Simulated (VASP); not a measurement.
# P (R-3m) in VASP: notebook, part 2 of 2

VASP 6.6.1.

## (3) Single point, r2SCAN+D4

POSCAR

```
P
1.0
    1.7257368486      0.9963546341      3.0516054975
   -1.7257368486      0.9963546341      3.0516054975
    0.0000000000     -1.9927092682      3.0516054975
P
2
Direct
    0.7711983402      0.7711983402      0.7711983402
    0.2288016598      0.2288016598      0.2288016598
```

INCAR.step1

```
PREC = Accurate
ENCUT = 520
ISMEAR = -1
SIGMA = 0.05
LREAL = False
LASPH = True
NELM = 100
NBANDS = 12
GGA = PE
ALGO = Normal
EDIFF = 1E-4
LWAVE = True
LCHARG = False
```

INCAR.step2

```
PREC = Accurate
ENCUT = 520
EDIFF = 1E-6
ISMEAR = -1
SIGMA = 0.05
LREAL = False
LASPH = True
NELM = 100
ALGO = Normal
ISIF = 2
LWAVE = False
LCHARG = True
METAGGA = R2SCAN
LMIXTAU = True
IVDW = 13
VDW_S6 = 1.0
VDW_S8 = 0.6018749
VDW_A1 = 0.51559235
VDW_A2 = 5.77342911
LELF = True
LVHAR = True
NBANDS = 12
ISTART = 1
```

KPOINTS

```
regular mesh
0
Gamma
  9 9 9
```

Potentials or basis: VASP PAW PBE potentials, release 64 (P).

Started as:

```
$ cat potpaw_PBE.64/P/POTCAR > POTCAR
$ cp INCAR.step1 INCAR
$ mpirun -np 1 vasp_std > vasp.out
$ cp INCAR.step2 INCAR
$ mpirun -np 1 vasp_std > vasp.out
```

OUTCAR:

```text
PREC = Accurate
   ENCUT = 520
   EDIFF = 1E-6
   ISMEAR = -1
   LREAL = False
   LASPH = True
   NELM = 100
   ISIF = 2
   METAGGA = R2SCAN
   IVDW = 13
   ISTART = 1

 ion  position               nearest neighbor table
   1  0.771  0.771  0.771-   2 2.29   2 2.29   2 2.29   2 2.76   2 2.76   2 2.76
   2  0.229  0.229  0.229-   1 2.29   1 2.29   1 2.29   1 2.76   1 2.76   1 2.76

  LATTYP: Found a trigonal (rhomboedric) cell.
 ALAT       =     3.6446105882
 COS(alpha) =     0.5515883622

  Lattice vectors:

 A1 = (   1.7257368486,   0.9963546341,   3.0516054975)
 A2 = (  -1.7257368486,   0.9963546341,   3.0516054975)
 A3 = (   0.0000000000,  -1.9927092682,   3.0516054975)

Analysis of symmetry for initial positions (statically):
=====================================================================
 Subroutine PRICEL returns:
 Original cell was already a primitive cell.

 Routine SETGRP: Setting up the symmetry group for a
 trigonal (rhombohedral) supercell.

 Subroutine GETGRP returns: Found 12 space group operations
 (whereof 12 operations were pure point group operations)
 out of a pool of 12 trial point group operations.

The static configuration has the point symmetry D_3d.

Analysis of symmetry for dynamics (positions and initial velocities):
=====================================================================
 Subroutine PRICEL returns:
 Original cell was already a primitive cell.

 Routine SETGRP: Setting up the symmetry group for a
 trigonal (rhombohedral) supercell.

 Subroutine GETGRP returns: Found 12 space group operations
 (whereof 12 operations were pure point group operations)
 out of a pool of 12 trial point group operations.

The dynamic configuration has the point symmetry D_3d.

 Subroutine INISYM returns: Found 12 space group operations
 (whereof 12 operations are pure point group operations),
 and found     1 'primitive' translations

----------------------------------------------------------------------------------------
[... 121 lines left out ...]
   IVDW    =    13    specifies the selected vdW correction
   LEPSILON=     F    determine dielectric tensor
   LRPA    =     F    only Hartree local field effects (RPA)
 non-spin polarized calculation
  energy-cutoff  :      520.00
  volume of cell :       31.48
 maximum number of plane-waves:       862
   NGX = 13   NGY = 13   NGZ = 13

 number of electron      10.0000000 magnetization

 Free energy of the ion-electron system (eV)
  ---------------------------------------------------
  ext. energy  EPLUGINS =         0.00000000
  ---------------------------------------------------
  free energy    TOTEN  =       -17.77626172 eV

  energy without entropy =      -17.77355818  energy(sigma->0) =      -17.77490995

 E-fermi :   9.4544     XC(G=0): -11.4266

 val. band max:        9.4305486270   @ k =   0.4444   0.0000  -0.0000
 cond. band min:       9.5349559610   @ k =  -0.3333   0.1111   0.0000
 fundamental gap:      0.1044073340
 Fermi energy:         9.4544289353

 k-point     1 :       0.0000    0.0000    0.0000
  band No.  band energies     occupation
      1      -8.2414      2.00000
      2       6.0075      2.00000
      3       6.0576      2.00000
      4       6.1046      2.00000
      5       6.1046      2.00000
      6      11.0044      0.00000
      7      12.2785      0.00000
      8      12.2785      0.00000
      9      15.3050      0.00000
     10      15.3050      0.00000
     11      16.6394      0.00000
     12      16.6465      0.00000
[... 331 lines left out ...]
 k-point    24 :       0.4444    0.4444   -0.0000
  band No.  band energies     occupation
      1      -4.5537      2.00000
      2      -0.8684      2.00000
      3       2.1012      2.00000
      4       3.4403      2.00000
      5       3.5981      2.00000
      6       9.6239      0.06527
      7      15.9669      0.00000
      8      17.1918      0.00000
      9      18.1164      0.00000
     10      18.5380      0.00000
     11      22.9318      0.00000
     12      23.1490      0.00000

 [... further k-points ...]

------------------------ aborting loop because EDIFF is reached ----------------------------------------

  DFT-D4 for vdW energy calculation

  Edisp (eV):   -0.34676

  FORCE on cell =-STRESS in cart. coord.  units (eV):
  Direction    XX          YY          ZZ          XY          YZ          ZX
  --------------------------------------------------------------------------------------
  -------------------------------------------------------------------------------------
  Total      -0.12509    -0.12509    -0.08144     0.00000    -0.00000    -0.00000
  in kB      -6.36586    -6.36586    -4.14439     0.00000    -0.00000    -0.00000
  external pressure =       -5.63 kB  Pullay stress =        0.00 kB

 VOLUME and BASIS-vectors are now :
 -----------------------------------------------------------------------------
  energy-cutoff  :      520.00
  volume of cell :       31.48
      direct lattice vectors                 reciprocal lattice vectors
     1.725736849  0.996354634  3.051605498     0.289731311  0.167276451  0.109232119
    -1.725736849  0.996354634  3.051605498    -0.289731311  0.167276451  0.109232119
     0.000000000 -1.992709268  3.051605498     0.000000000 -0.334552901  0.109232119

 POSITION                                       TOTAL-FORCE (eV/Angst)
 -----------------------------------------------------------------------------------
      0.00000      0.00000      7.06018         0.000000     -0.000000      0.080777
      0.00000      0.00000      2.09464         0.000000      0.000000     -0.080777
 -----------------------------------------------------------------------------------
    total drift:                                0.000000     -0.000000     -0.000000

  FREE ENERGIE OF THE ION-ELECTRON SYSTEM (eV)
  ---------------------------------------------------
  free  energy   TOTEN  =       -18.1230222302 eV

  energy  without entropy=      -18.1203186907  energy(sigma->0) =      -18.12167046
```

OUTCAR.step1:

```text
PREC = Accurate
   ENCUT = 520
   ISMEAR = -1
   LREAL = False
   LASPH = True
[... 581 lines left out ...]
      0.00000      0.00000      7.06018         0.000000      0.000000     -0.132036
      0.00000      0.00000      2.09464         0.000000     -0.000000      0.132036
 -----------------------------------------------------------------------------------
    total drift:                                0.000000     -0.000000     -0.000000

  FREE ENERGIE OF THE ION-ELECTRON SYSTEM (eV)
  ---------------------------------------------------
  free  energy   TOTEN  =       -10.6522030627 eV

  energy  without entropy=      -10.6495522033  energy(sigma->0) =      -10.65087763
```

It took 1.8 min on 1 thread of Intel Xeon Platinum 8488C (Sapphire Rapids), shared host; peak memory 0.16 GiB.

What came out:

```yaml
Free_energy: -18.1230 eV
Pressure: -0.6 GPa
Largest_force: 0.081 eV/Å
Band_gap_on_the_k_mesh: zero (band 5 reaches 9.75 eV, above the bottom of band 6 at 9.00 eV)
Dispersion_energy_per_atom: -0.173 eV
```

Forces in eV/Å, atoms in the order of the input:
```
P    0.000  0.000  0.081
P    0.000  0.000 -0.081
```

Caveat: the PAW data sets were made with another functional, which shifts forces and pressure a little; pairwise dispersion overbinds metals, which lowers pressure and volume.
